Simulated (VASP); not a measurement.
# CuI: single point with PBE

Crystal: CuI.

```
I Cu
1.0
     0.00000    3.03150    3.03150
     3.03150    0.00000    3.03150
     3.03150    3.03150    0.00000
I Cu
1 1
Cartesian
  0.0000 0.0000 0.0000
  4.5473 4.5473 4.5473
```

```json
{
 "Program": "VASP 6.6.1",
 "Task": "single point",
 "Functional": "PBE",
 "Potentials or basis": "VASP PAW PBE potentials, release 64 (I, Cu)",
 "Cutoff": "520 eV",
 "k mesh": "8 × 8 × 8",
 "Occupations": "gaussian, width 0.028 eV",
 "Spin": "no spin polarisation"
}
```

```json
{"Pressure": "0.7 GPa", "Band gap on the k mesh": "1.14 eV"}
```

Levels at points of the mesh, in eV from the valence-band top:
```
           k point  band 6  band 7  band 8  band 9  band 10  band 11  band 12  band 13
(0.00, 0.00, 0.00)   -1.85    0.00    0.00    0.00     1.14     4.87     4.87     4.87
(0.50, 0.00, 0.00)   -1.82   -1.78   -0.71   -0.71     2.16     5.41     5.41     7.41
(0.50, 0.50, 0.00)   -1.79   -1.77   -1.50   -1.50     2.72     2.91     9.19     9.76
```

It took 58 s on 1 thread of Intel Xeon 8259CL, on a shared host, peak memory 0.16 GiB.

Caveat: spin-orbit coupling is left out, which moves the levels of the heavy elements. Expect the measured gap to be larger: semilocal functionals such as PBE lack the derivative discontinuity.
